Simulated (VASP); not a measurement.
NaCl:

```
Na Cl
1.0
     0.00000    2.84758    2.84758
     2.84758    0.00000    2.84758
     2.84758    2.84758    0.00000
Na Cl
1 1
Direct
  0.00000 0.00000 0.00000
  0.50000 0.50000 0.50000
```

| Item | Value |
| --- | --- |
| Program | VASP 6.6.1 |
| Task | relaxation of cell and atoms |
| Functional | r2SCAN |
| Potentials or basis | VASP PAW PBE potentials, release 64 (Na_pv, Cl) |
| Cutoff | 600 eV |
| k mesh | 8 × 8 × 8 |
| Occupations | fermi-dirac, width 0.02 eV |
| Spin | no spin polarisation |

At the start: pressure -1.3 GPa; volume 23.09 Å³/atom.

Q: How do energy, volume and symmetry change on relaxing?

A: Over 5 steps the energy falls by 5.7 meV/atom and the volume is 21.88 Å³/atom (-5.2 %); space group Fm-3m (No. 225, to 0.05 Å).

Step by step:
```tsv
step	energy change (eV)	largest force (eV/Å)	pressure (GPa)	volume (Å³)
1	0.0000	0.0000	-1.35	46.18
2	-0.0086	0.0000	-0.70	44.89
3	-0.0111	0.0000	-0.24	44.12
4	-0.0090	0.0000	0.80	42.60
5	-0.0115	0.0000	-0.01	43.76
```

Final structure:
```xyz
2
Lattice="0.0000 2.7970 2.7970 2.7970 0.0000 2.7970 2.7970 2.7970 0.0000" Properties=species:S:1:pos:R:3 pbc="T T T"
Na    0.0000    0.0000    0.0000
Cl    2.7970    2.7970    2.7970
```

Caveat: the PAW data sets were made with another functional, which shifts forces and pressure a little.
